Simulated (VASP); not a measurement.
# SnO2 (Imm2) in VASP: a series of runs, part 2 of 2

VASP 6.6.1. The steps go on from the part before.

### 3 Single point, PBEsol (atom 3 (O) moved by -0.000 Å along [0 1 0] and +0.290 Å along [0 0 1])

Contents of INCAR:

```
ALGO     = Normal         # electronic algorithm
EDIFF    = 1E-7           # SCF threshold, eV
ENCUT    = 520            # plane-wave cutoff, eV
GGA      = PS             # functional
ISIF     = 2              # what is computed and relaxed
ISMEAR   = 0              # smearing method
LASPH    = T              # aspherical terms in the spheres
LCHARG   = T              # write CHGCAR
LELF     = T              # ELF
LREAL    = F              # projectors in reciprocal space
LVHAR    = T            
LWAVE    = F              # write WAVECAR
NBANDS   = 35             # bands
NELM     = 100            # most SCF steps
PREC     = Accurate       # precision mode
SIGMA    = 0.05           # smearing width, eV
```

Contents of KPOINTS:

```
k-points
0
Gamma
  10 10 10
```

Contents of POSCAR:

```
SnO2
1.0
   -2.0054999738      2.0054999738      5.1227446880
    2.0054999738     -2.0054999738      5.1227446880
    2.0054999738      2.0054999738     -5.1227446880
Sn O
2 4
Direct
    0.7500000000      0.2500000000      0.5000000000
    0.0000000000      0.0000000000      0.0000000000
    0.8253863603      0.8253863603      0.0000000000
    0.9529187786      0.4529187786      0.5000000000
    0.2029187786      0.2029187786      0.0000000000
    0.5470812214      0.0470812214      0.5000000000
```

Potentials or basis: VASP PAW PBE potentials, release 64 (Sn_d, O).

Started as:

```sh
$ cat potpaw_PBE.64/Sn_d/POTCAR potpaw_PBE.64/O/POTCAR > POTCAR
$ mpirun -np 1 vasp_std > vasp.out
```

OUTCAR:

```text
EDIFF = 1E-7
   ENCUT = 520
   GGA = PS
   ISIF = 2
   ISMEAR = 0
   LASPH = T
   LREAL = F
   NELM = 100
   PREC = Accurate

 ion  position               nearest neighbor table
   1  0.750  0.250  0.500-   5 2.06   5 2.06   6 2.08   4 2.08   3 2.15   3 2.15   2 3.25   2 3.25
                             2 3.25   2 3.25
   2  0.000  0.000  0.000-   3 1.79   6 2.06   4 2.06   6 2.06   4 2.06   5 2.08   1 3.25   1 3.25
                             1 3.25   1 3.25
   3  0.825  0.825  0.000-   2 1.79   1 2.15   1 2.15
   4  0.953  0.453  0.500-   2 2.06   2 2.06   1 2.08
   5  0.203  0.203  0.000-   1 2.06   1 2.06   2 2.08
   6  0.547  0.047  0.500-   2 2.06   2 2.06   1 2.08

  LATTYP: Found a body centered tetragonal cell.
 ALAT       =     4.0109999476
 C/A-ratio  =     2.5543479207

  Lattice vectors:

 A1 = (  -2.0054999738,   2.0054999738,   5.1227446880)
 A2 = (   2.0054999738,  -2.0054999738,   5.1227446880)
 A3 = (   2.0054999738,   2.0054999738,  -5.1227446880)

Analysis of symmetry for initial positions (statically):
=====================================================================
 Subroutine PRICEL returns:
 Original cell was already a primitive cell.

 Routine SETGRP: Setting up the symmetry group for a
 body centered tetragonal supercell.

 Subroutine GETGRP returns: Found  4 space group operations
 (whereof  4 operations were pure point group operations)
 out of a pool of 16 trial point group operations.

The static configuration has the point symmetry C_2v.

Analysis of symmetry for dynamics (positions and initial velocities):
=====================================================================
 Subroutine PRICEL returns:
 Original cell was already a primitive cell.

 Routine SETGRP: Setting up the symmetry group for a
 body centered tetragonal supercell.

 Subroutine GETGRP returns: Found  4 space group operations
 (whereof  4 operations were pure point group operations)
 out of a pool of 16 trial point group operations.

The dynamic configuration has the point symmetry C_2v.

 Subroutine INISYM returns: Found  4 space group operations
 (whereof  4 operations are pure point group operations),
 and found     1 'primitive' translations

----------------------------------------------------------------------------------------

                                     Primitive cell

  volume of cell :      82.4153

  direct lattice vectors                    reciprocal lattice vectors
    -2.005499974  2.005499974  5.122744688     0.000000000  0.249314389  0.097603927
     2.005499974 -2.005499974  5.122744688     0.249314389  0.000000000  0.097603927
     2.005499974  2.005499974 -5.122744688     0.249314389  0.249314389  0.000000000

  length of vectors
     5.855473800  5.855473800  5.855473800     0.267739035  0.267739035  0.352583790

  position of ions in fractional coordinates (direct lattice)
     0.750000000  0.250000000  0.500000000
     0.000000000  0.000000000  0.000000000
     0.825386360  0.825386360  0.000000000
     0.952918779  0.452918779  0.500000000
     0.202918779  0.202918779  0.000000000
     0.547081221  0.047081221  0.500000000

  ion indices of the primitive-cell ions
   primitive index   ion index
                 1           1
                 2           2
[... 35 lines left out ...]
  0.000000  0.100000  0.000000      4.000000
  0.200000  0.000000  0.000000      4.000000
  0.000000  0.200000  0.000000      4.000000
  0.300000  0.000000  0.000000      4.000000
[... 16 lines left out ...]
 -0.300000  0.100000  0.000000      8.000000
 -0.000000 -0.200000 -0.100000      8.000000
 [... further k-points ...]
   k-points           NKPTS =    171   k-points in BZ     NKDIM =    171   number of bands    NBANDS=     35
   number of dos      NEDOS =    301   number of ions     NIONS =      6
   total plane-waves  NPLWV = 110592
   dimension x,y,z NGX =    48 NGY =   48 NGZ =   48
   dimension x,y,z NGXF=    96 NGYF=   96 NGZF=   96
   ions per type =               2   4
   NGX,Y,Z   is equivalent  to a cutoff of  13.63, 13.63, 13.63 a.u.
   NGXF,Y,Z  is equivalent  to a cutoff of  27.26, 27.26, 27.26 a.u.
 SYSTEM =  unknown system
   PREC   = accura    normal or accurate (medium, high low for compatibility)
   ISTART =      0    job   : 0-new  1-cont  2-samecut
   ICHARG =      2    charge: 1-file 2-atom 10-const
   ISPIN  =      1    spin polarized calculation?
   LNONCOLLINEAR =      F non collinear calculations
   LSORBIT =      F    spin-orbit coupling
   LASPH  =      T    aspherical Exc in radial PAW
   ENCUT  =  520.0 eV  38.22 Ry    6.18 a.u.  10.89 10.89 10.89*2*pi/ulx,y,z
   NELM   =    100;   NELMIN=  2; NELMDL= -5     # of ELM steps
   EDIFF  = 0.1E-06   stopping-criterion for ELM
   LREAL  =      F    real-space projection
   EDIFFG = 0.1E-05   stopping-criterion for IOM
   NSW    =      0    number of steps for IOM
   IBRION =     -1    ionic relax: 0-MD 1-quasi-New 2-CG
   NFREE  =      0    steps in history (QN), initial steepest desc. (CG)
   ISIF   =      2    stress and relaxation
   ISYM   =      2    0-nonsym 1-usesym 2-fastsym
   POTIM  = 0.5000    time-step for ionic-motion
   TEBEG  =    0.0;   TEEND  =   0.0 temperature during run
   PSTRESS=    0.0 pullay stress
   NELECT =      52.0000    total number of electrons
   NUPDOWN=      -1.0000    fix difference up-down
   EMIN   =  10.00;   EMAX   =-10.00  energy-range for DOS
   EFERMI =   0.00;   METHOD = LEGACY
   ISMEAR =     0;   SIGMA  =   0.05  broadening in eV -4-tet -1-fermi 0-gaus
   EFERMI_NEDOS =   21; number of points for ismear=-14 and -15
   IALGO  =     38    algorithm
   IMIX   =      4    mixing-type and parameters
     AMIX     =   0.40;   BMIX     =  1.00
     AMIX_MAG =   1.60;   BMIX_MAG =  1.00
  volume/ion in A,a.u.               =      13.74        92.69
  Fermi-wavevector in a.u.,A,eV,Ry     =   1.404128  2.653417 26.824901  1.971575
  Thomas-Fermi vector in A             =   2.526720
   LORBIT       =      0    0 simple, 1 ext, 2 COOP (PROOUT), +10 PAW based schemes
   GGA     = PS    functional components
   LHFCALC =     F    Hartree Fock is set to
   AEXX    =    0.0000 exact exchange contribution
   IVDW    =     0    specifies the selected vdW correction
   LEPSILON=     F    determine dielectric tensor
   LRPA    =     F    only Hartree local field effects (RPA)
 non-spin polarized calculation
 Gauss-broadening in eV      SIGMA  =   0.05
  energy-cutoff  :      520.00
  volume of cell :       82.42
 maximum number of plane-waves:      2260
 NGX is ok and might be reduce to    48
   NGX = 21   NGY = 21   NGZ = 21

 number of electron      52.0000004 magnetization

 Free energy of the ion-electron system (eV)
  ---------------------------------------------------
  ext. energy  EPLUGINS =         0.00000000
  ---------------------------------------------------
  free energy    TOTEN  =       -38.24112246 eV

  energy without entropy =      -38.24112246  energy(sigma->0) =      -38.24112246

 E-fermi :   4.3031     XC(G=0): -10.4793

 val. band max:        4.0250062211   @ k =   0.3000   0.3000   0.2000
 cond. band min:       5.5284444545   @ k =   0.0000   0.0000   0.0000
 fundamental gap:      1.5034382333
 Fermi energy:         4.3030993045

 k-point     1 :       0.0000    0.0000    0.0000
  band No.  band energies     occupation
      1     -16.6989      2.00000
      2     -16.4723      2.00000
      3     -16.0390      2.00000
      4     -15.9803      2.00000
      5     -15.7696      2.00000
      6     -15.7192      2.00000
[... 901 lines left out ...]
     34      15.5444      0.00000
     35      15.8760      0.00000

 [... further k-points ...]

------------------------ aborting loop because EDIFF is reached ----------------------------------------

  FORCE on cell =-STRESS in cart. coord.  units (eV):
  Direction    XX          YY          ZZ          XY          YZ          ZX
  --------------------------------------------------------------------------------------
  -------------------------------------------------------------------------------------
  Total        1.1800707      1.0214997     11.1119433      0.0000000      0.0000000      0.0000000
  in kB       22.9409073     19.8582427    216.0193110      0.0000000      0.0000000      0.0000000
  external PRESSURE =      86.2728204 kB  Pullay stress =       0.0000000 kB

 VOLUME and BASIS-vectors are now :
 -----------------------------------------------------------------------------
  energy-cutoff  :      520.00
  volume of cell :       82.42
      direct lattice vectors                 reciprocal lattice vectors
    -2.005499974  2.005499974  5.122744688     0.000000000  0.249314389  0.097603927
     2.005499974 -2.005499974  5.122744688     0.249314389  0.000000000  0.097603927
     2.005499974  2.005499974 -5.122744688     0.249314389  0.249314389  0.000000000

 POSITION                                       TOTAL-FORCE (eV/Angst)
 -----------------------------------------------------------------------------------
      0.00000      2.00550      2.56137        -0.000000      0.000000      1.016705
      0.00000      0.00000      0.00000        -0.000000      0.000000      5.511585
      0.00000      0.00000      8.45649         0.000000     -0.000000     -8.333765
      0.00000      2.00550      4.64037        -0.000000      0.000000      0.731226
      0.00000      0.00000      2.07900        -0.000000      0.000000      0.304706
      0.00000      2.00550      0.48237        -0.000000      0.000000      0.769543
 -----------------------------------------------------------------------------------
    total drift:                               -0.000000     -0.000000      0.000065

  FREE ENERGIE OF THE ION-ELECTRON SYSTEM (eV)
  ---------------------------------------------------
  free  energy   TOTEN  =       -38.2411224643 eV

  energy  without entropy=      -38.2411224643  energy(sigma->0) =      -38.24112246
```

Wall time 18 min (1 thread of Oxide Virtual Turin-like, shared host); peak memory 0.55 GiB.

What came out:

| Item | Value |
| --- | --- |
| Free energy | -38.2411 eV |
| Pressure | 8.6 GPa |
| Largest force | 8.334 eV/Å |
| Band gap on the k mesh | 1.50 eV, indirect (least direct gap 1.76 eV) |

Forces in eV/Å, atoms in the order of the input:
```
Sn   0.000  0.000  1.017
Sn   0.000  0.000  5.512
O    0.000  0.000 -8.334
O    0.000  0.000  0.731
O    0.000  0.000  0.305
O    0.000  0.000  0.770
```

Levels at points of the mesh, in eV from the valence-band top:
| k point | band 24 | band 25 | band 26 | band 27 | band 28 | band 29 |
| --- | --- | --- | --- | --- | --- | --- |
| (0.00, 0.00, 0.00) | -0.75 | -0.49 | -0.25 | 1.50 | 5.95 | 8.86 |
| (0.50, 0.00, 0.00) | -0.88 | -0.63 | -0.45 | 4.78 | 7.02 | 7.69 |
| (0.00, 0.50, 0.00) | -0.60 | -0.58 | -0.34 | 3.96 | 5.94 | 7.38 |
| (0.50, 0.50, 0.00) | -0.76 | -0.49 | -0.06 | 6.00 | 6.79 | 7.43 |
| (0.50, 0.50, 0.50) | -1.37 | -0.42 | -0.22 | 3.82 | 5.07 | 7.03 |

Caveat: the cell differs from its parent crystal (atom 3 (O) moved by -0.000 Å along [0 1 0] and +0.290 Å along [0 0 1]); the PAW data sets were made with another functional, which shifts forces and pressure a little; spin-orbit coupling is left out, which moves the levels of the heavy elements. A k mesh can miss the band edges.
